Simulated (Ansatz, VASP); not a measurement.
This is a calculation of GaN for VASP 6.6.1.

INCAR

```
AGGAC    = 1.0          
AGGAX    = 1.0          
ALDAC    = 0.0          
ALDAX    = 1.0          
ALGO     = Normal         # electronic algorithm
EDIFF    = 1E-6           # SCF threshold, eV
EDIFFG   = -0.02          # ionic threshold
ENCUT    = 600            # plane-wave cutoff, eV
GGA      = B5             # functional
IBRION   = 2              # ionic algorithm
ISIF     = 3              # what is computed and relaxed
ISMEAR   = -1             # smearing method
LASPH    = T              # aspherical terms in the spheres
LCHARG   = F              # write CHGCAR
LREAL    = F              # projectors in reciprocal space
LWAVE    = F              # write WAVECAR
NELM     = 60             # most SCF steps
NSW      = 80             # ionic steps
PREC     = Accurate       # precision mode
SIGMA    = 0.05           # smearing width, eV
```

Contents of KPOINTS:

```
k-points
0
Gamma
  7 7 4
```

File POSCAR:

```
GaN
1.0
    3.1800000000      0.0000000000      0.0000000000
   -1.5900000000      2.7539607840      0.0000000000
    0.0000000000      0.0000000000      5.1660000000
Ga N
2 2
Direct
    0.6666666667      0.3333333333      0.5000000000
    0.3333333333      0.6666666667      0.0000000000
    0.6666666667      0.3333333333      0.8750000000
    0.3333333333      0.6666666667      0.3750000000
```

Potentials or basis: VASP PAW PBE potentials, release 64 (Ga_d, N).

Run with:

```bash
$ cat potpaw_PBE.64/Ga_d/POTCAR potpaw_PBE.64/N/POTCAR > POTCAR
$ mpirun -np 1 vasp_std > vasp.out
```

Question: Translate it to Ansatz 0.2.0. Potentials there: all-electron LAPW, scalar-relativistic.

Answer: As run (the cutoff follows the program's own potentials):

File input.yaml:

```yaml
crystal:
  lattice:
    - [3.18, 0.0, 0.0]
    - [-1.59, 2.753960784, 0.0]
    - [0.0, 0.0, 5.166]
  atoms:
    - { symbol: Ga, position: [0.6666666667, 0.3333333333, 0.5] }
    - { symbol: Ga, position: [0.3333333333, 0.6666666667, 0.0] }
    - { symbol: "N", position: [0.6666666667, 0.3333333333, 0.875] }
    - { symbol: "N", position: [0.3333333333, 0.6666666667, 0.375] }
kpoints:
  mp_grid: { grid: [7, 7, 4] }
scf:
  occupations: { method: fermi_dirac, width: 0.05 }
hamiltonian:
  xc: blyp
  pseudopotentials: { kind: all_electron, lapw: { basis_error: 0.002 } }
output:
  forces: true
  stress: true
relax:
  f_tol: 0.02
  max_steps: 60
  cell: {}
```

Potentials or basis: all-electron LAPW, scalar-relativistic.

Launch:

```bash
$ ansatz run input.yaml --threads 2 --pin off --max-ram 6144MiB --backend cpu --events-out ev --progress --plain --runs-dir out
```

Both were run:

|  | VASP | Ansatz | Ansatz less VASP |
| --- | --- | --- | --- |
| relaxed volume (Å³/atom) | 12.23 | 12.16 | -0.064 |
| relaxed cell length with the largest relative difference (Å) | 5.318 | 5.306 | -0.0115 |

VASP's potentials were made for PBE, not for BLYP. Ansatz ran all-electron here, and VASP with PAW potentials.

Noted on Ansatz's run: the k mesh is thin for a metal, which can move the energy by tens of meV per atom.
